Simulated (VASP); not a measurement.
# Hf in VASP: relaxation of the atoms with PBE

Aim: the relaxation of the atoms of Hf with PBE.

Program: VASP 6.6.1. These are calculated values, not measurements. Logs are shortened: lines on timing, memory, paths and dates and some standing lists are left out, and cuts for length are marked.

## (1) The cell of the first run

The cell holds a slab with vacuum, 4 atoms: a = 3.205 Å, b = 3.205 Å, c = 21.602 Å, α = 90.00°, β = 90.00°, γ = 120.00°.

## (2) Relaxation of the atoms, PBE

Input file INCAR:

```
SYSTEM = Hf
PREC = Accurate ; ENCUT = 520
EDIFF = 1E-6 ; ISMEAR = 0
SIGMA = 0.1 ; LREAL = .False.
LASPH = .True. ; NELM = 100
ALGO = Normal ; ISIF = 2
LWAVE = .False. ; LCHARG = .False.
LDIPOL = .True. ; IDIPOL = 3
DIPOL = 0.5 0.5 0.500 ; GGA = PE
IBRION = 2 ; NSW = 70
EDIFFG = -0.03
```

Input file KPOINTS:

```
regular mesh
0
Gamma
  9 9 1
  0 0 0
```

Input file POSCAR:

```
Hf
1.0
    3.2048170381      0.0000000000      0.0000000000
   -1.6024085190      2.7754529695      0.0000000000
    0.0000000000      0.0000000000     21.6015399806
Hf
4
Selective dynamics
Direct
    0.6666666667      0.3333333333      0.3240509707  F F F
    0.3333333333      0.6666666667      0.4413503236  F F F
    0.6666666667      0.3333333333      0.5586496764  T T T
    0.3333333333      0.6666666667      0.6759490293  T T T
```

Potentials or basis: VASP PAW PBE potentials, release 64 (Hf_pv).

On the command line:

```sh
cat potpaw_PBE.64/Hf_pv/POTCAR > POTCAR
mpirun -np 1 vasp_std > vasp.out
```

OUTCAR:

```text
SYSTEM = Hf
   PREC = Accurate
   ENCUT = 520
   EDIFF = 1E-6
   ISMEAR = 0
   LREAL = .False.
   LASPH = .True.
   NELM = 100
   ISIF = 2
   GGA = PE
   IBRION = 2
   NSW = 70
   EDIFFG = -0.03

 ion  position               nearest neighbor table
   1  0.667  0.333  0.324-   2 3.14   2 3.14   2 3.14
   2  0.333  0.667  0.441-   3 3.14   3 3.14   3 3.14   1 3.14   1 3.14   1 3.14
   3  0.667  0.333  0.559-   2 3.14   2 3.14   2 3.14   4 3.14   4 3.14   4 3.14
   4  0.333  0.667  0.676-   3 3.14   3 3.14   3 3.14

  LATTYP: Found a hexagonal cell.
 ALAT       =     3.2048170381
 C/A-ratio  =     6.7403348534

  Lattice vectors:

 A1 = (   3.2048170381,   0.0000000000,   0.0000000000)
 A2 = (  -1.6024085190,   2.7754529695,   0.0000000000)
 A3 = (   0.0000000000,   0.0000000000,  21.6015399806)

Analysis of symmetry for initial positions (statically):
=====================================================================
 Subroutine PRICEL returns:
 Original cell was already a primitive cell.

 Routine SETGRP: Setting up the symmetry group for a
 hexagonal supercell.

 Subroutine GETGRP returns: Found 12 space group operations
 (whereof 12 operations were pure point group operations)
 out of a pool of 24 trial point group operations.

The static configuration has the point symmetry D_3d.

Analysis of symmetry for dynamics (positions and initial velocities):
=====================================================================
 Subroutine PRICEL returns:
 Original cell was already a primitive cell.

 Routine SETGRP: Setting up the symmetry group for a
 hexagonal supercell.

 Subroutine GETGRP returns: Found 12 space group operations
 (whereof 12 operations were pure point group operations)
 out of a pool of 24 trial point group operations.

The dynamic configuration has the point symmetry D_3d.

Analysis of constrained symmetry for selective dynamics:
=====================================================================
 Subroutine PRICEL returns:
 Original cell was already a primitive cell.

 Routine SETGRP: Setting up the symmetry group for a
 hexagonal supercell.

 Subroutine GETGRP returns: Found  6 space group operations
 (whereof  6 operations were pure point group operations)
 out of a pool of 24 trial point group operations.

[... 108 lines left out ...]
   IALGO  =     38    algorithm
   IMIX   =      4    mixing-type and parameters
     AMIX     =   0.40;   BMIX     =  1.00
     AMIX_MAG =   1.60;   BMIX_MAG =  1.00
  volume/ion in A,a.u.               =      48.04       324.16
  Fermi-wavevector in a.u.,A,eV,Ry     =   0.970259  1.833523 12.808551  0.941402
  Thomas-Fermi vector in A             =   2.100379
   LORBIT       =      0    0 simple, 1 ext, 2 COOP (PROOUT), +10 PAW based schemes
   GGA     = PE    functional components
   LHFCALC =     F    Hartree Fock is set to
   AEXX    =    0.0000 exact exchange contribution
   IVDW    =     0    specifies the selected vdW correction
   LEPSILON=     F    determine dielectric tensor
   LRPA    =     F    only Hartree local field effects (RPA)
 conjugate gradient relaxation of ions
 non-spin polarized calculation
 Gauss-broadening in eV      SIGMA  =   0.10
  energy-cutoff  :      520.00
  volume of cell :      192.14
 maximum number of plane-waves:      5220
 NGX is ok and might be reduce to    24
   NGX = 11   NGY = 11   NGZ = 81

--------------------------------------- Ionic step        1  -------------------------------------------

 number of electron      40.0000004 magnetization

 Free energy of the ion-electron system (eV)
  ---------------------------------------------------
  ext. energy  EPLUGINS =         0.00000000
  ---------------------------------------------------
  free energy    TOTEN  =       -37.64227011 eV

  energy without entropy =      -37.60241599  energy(sigma->0) =      -37.62234305

------------------------ aborting loop because EDIFF is reached ----------------------------------------

  FORCE on cell =-STRESS in cart. coord.  units (eV):
  Direction    XX          YY          ZZ          XY          YZ          ZX
  --------------------------------------------------------------------------------------
  -------------------------------------------------------------------------------------
  Total       -2.4983632     -2.4983632     -2.8929271     -0.0000000     -0.0000000      0.0000000
  in kB      -20.8326413    -20.8326413    -24.1227179     -0.0000000     -0.0000000      0.0000000
  external PRESSURE =     -21.9293335 kB  Pullay stress =       0.0000000 kB
[... 57 lines left out ...]
  FREE ENERGIE OF THE ION-ELECTRON SYSTEM (eV)
  ---------------------------------------------------
  free  energy   TOTEN  =       -37.6880383119 eV

  energy  without entropy=      -37.6484644687  energy(sigma->0) =      -37.66825139

 dipolmoment           0.000000      0.000000      0.000944 electrons x Angstroem

--------------------------------------- Ionic step        3  -------------------------------------------

 number of electron      40.0000006 magnetization

 dipolmoment           0.000000      0.000000     -0.005754 electrons x Angstroem

 Free energy of the ion-electron system (eV)
  ---------------------------------------------------
  ext. energy  EPLUGINS =         0.00000000
  ---------------------------------------------------
  free energy    TOTEN  =       -37.71248969 eV

  energy without entropy =      -37.67282866  energy(sigma->0) =      -37.69265917

 E-fermi :   0.1042     XC(G=0):  -6.2147

 val. band max:        0.0834714022   @ k =   0.3333   0.3333   0.0000
 cond. band min:       0.1130991123   @ k =   0.0000   0.0000   0.0000
 fundamental gap:      0.0296277101
 Fermi energy:         0.1042275298

 k-point     1 :       0.0000    0.0000    0.0000
  band No.  band energies     occupation
      1     -31.0392      2.00000
      2     -30.9610      2.00000
      3     -30.5319      2.00000
      4     -30.5319      2.00000
      5     -30.4825      2.00000
      6     -30.4041      2.00000
[... 313 lines left out ...]
     23       0.2803      0.01279
     24       0.4986      0.00000

------------------------ aborting loop because EDIFF is reached ----------------------------------------

 vacuum level on the upper side and lower side of the slab       (xc-potential included)        -0.337        -0.143

  FORCE on cell =-STRESS in cart. coord.  units (eV):
  Direction    XX          YY          ZZ          XY          YZ          ZX
  --------------------------------------------------------------------------------------
  -------------------------------------------------------------------------------------
  Total       -1.8741992     -1.8741992     -2.1041422     -0.0000000     -0.0000000      0.0000000
  in kB      -15.6280393    -15.6280393    -17.5454232     -0.0000000     -0.0000000      0.0000000
  external PRESSURE =     -16.2671673 kB  Pullay stress =       0.0000000 kB
[... 19 lines left out ...]
  FREE ENERGIE OF THE ION-ELECTRON SYSTEM (eV)
  ---------------------------------------------------
  free  energy   TOTEN  =       -37.7124896943 eV

  energy  without entropy=      -37.6728286551  energy(sigma->0) =      -37.69265917

 reached required accuracy - stopping structural energy minimisation

 vacuum level on the upper side and lower side of the slab         4.135         4.326
```

OSZICAR:

```text
N       E                     dE             d eps       ncg     rms          rms(c)
DAV:   1     0.129699686872E+03    0.12970E+03   -0.23021E+04   800   0.142E+03
DAV:   2    -0.322968536687E+02   -0.16200E+03   -0.16031E+03   728   0.287E+02
DAV:   3    -0.405776370092E+02   -0.82808E+01   -0.82114E+01   776   0.467E+01
[... 84 lines left out ...]
DAV:  20    -0.377124869987E+02    0.19191E-04   -0.67981E-05   768   0.230E-02    0.139E-01
DAV:  21    -0.377124886785E+02   -0.16798E-05   -0.94459E-06   736   0.194E-02    0.900E-02
DAV:  22    -0.377124854472E+02    0.32313E-05   -0.53161E-05   600   0.177E-02    0.162E-02
DAV:  23    -0.377124893481E+02   -0.39009E-05   -0.53568E-06   624   0.961E-03    0.223E-02
DAV:  24    -0.377124896943E+02   -0.34619E-06   -0.11989E-06   480   0.583E-03
   3 F= -.37712490E+02 E0= -.37692659E+02  d E =-.702196E-01
```

CONTCAR:

```text
Hf
   1.00000000000000
     3.2048170380999998    0.0000000000000000    0.0000000000000000
    -1.6024085189999999    2.7754529694999999    0.0000000000000000
     0.0000000000000000    0.0000000000000000   21.6015399805999984
  Hf
     4
Selective dynamics
Direct
     0.6666666667000030    0.3333333332999970    0.3240509707000001   F   F   F
     0.3333333332999970    0.6666666667000030    0.4413503235999983   F   F   F
     0.6666666667000030    0.3333333332999970    0.5629848183363192   T   T   T
     0.3333333332999970    0.6666666667000030    0.6725505127341364   T   T   T

  0.00000000E+00  0.00000000E+00  0.00000000E+00
  0.00000000E+00  0.00000000E+00  0.00000000E+00
  0.00000000E+00  0.00000000E+00  0.00000000E+00
  0.00000000E+00  0.00000000E+00  0.00000000E+00
```

It took 11 min on 1 thread of Intel Xeon 8259CL, shared host; peak memory 0.32 GiB.

Results:

```
Free energy               : -37.7125 eV
Energy gained by relaxing : 17.6 meV/atom
Ionic steps               : 3
Band gap on the k mesh    : zero (bands 20 and 21 overlap by 1.39 eV)
```

The path:
```tsv
step	energy change (eV)	largest force on free atoms (eV/Å)	pressure (GPa)
1	0.0000	0.8404	-2.19
2	-0.0458	0.5252	-1.99
3	-0.0702	0.0225	-1.63
```

Final structure:
```
Hf
1.0
     3.20482    0.00000    0.00000
    -1.60241    2.77545    0.00000
     0.00000    0.00000   21.60154
Hf
4
Direct
  0.66667 0.33333 0.32405
  0.33333 0.66667 0.44135
  0.66667 0.33333 0.56298
  0.33333 0.66667 0.67255
```

Caveat: spin-orbit coupling is left out, which moves the levels of the heavy elements.
